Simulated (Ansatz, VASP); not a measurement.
## Two plane-wave programs on SnTe

```
Sn Te
1.0
     0.00000    3.27009    3.27009
     3.27009    0.00000    3.27009
     3.27009    3.27009    0.00000
Sn Te
1 1
Direct
  0.00000 0.00000 0.00000
  0.50000 0.50000 0.50000
```

Alike in both runs: task single point; functional PBE; k mesh 6 × 6 × 6; occupations fermi-dirac, width 0.02 eV; no spin polarisation.

|  | VASP | Ansatz |
| --- | --- | --- |
| version | VASP 6.6.1 | Ansatz 0.2.0 |
| potentials or method | VASP PAW PBE potentials, release 64 (Sn_d, Te) | plane waves, PAW |
| plane-wave cutoff (eV) | 520 | 420 |
| valence electrons in the cell | 20 | 30 |

|  | VASP | Ansatz | Ansatz less VASP |
| --- | --- | --- | --- |
| pressure (GPa) | -2.1 | -2.1 | +0.02 |

The functional is the same, so the differences come from potentials, cutoffs and numerics. VASP's potentials hold 20 valence electrons a cell and Ansatz's 30, so a difference there can come from the potentials and not from the codes.

Spin-orbit coupling is off throughout.
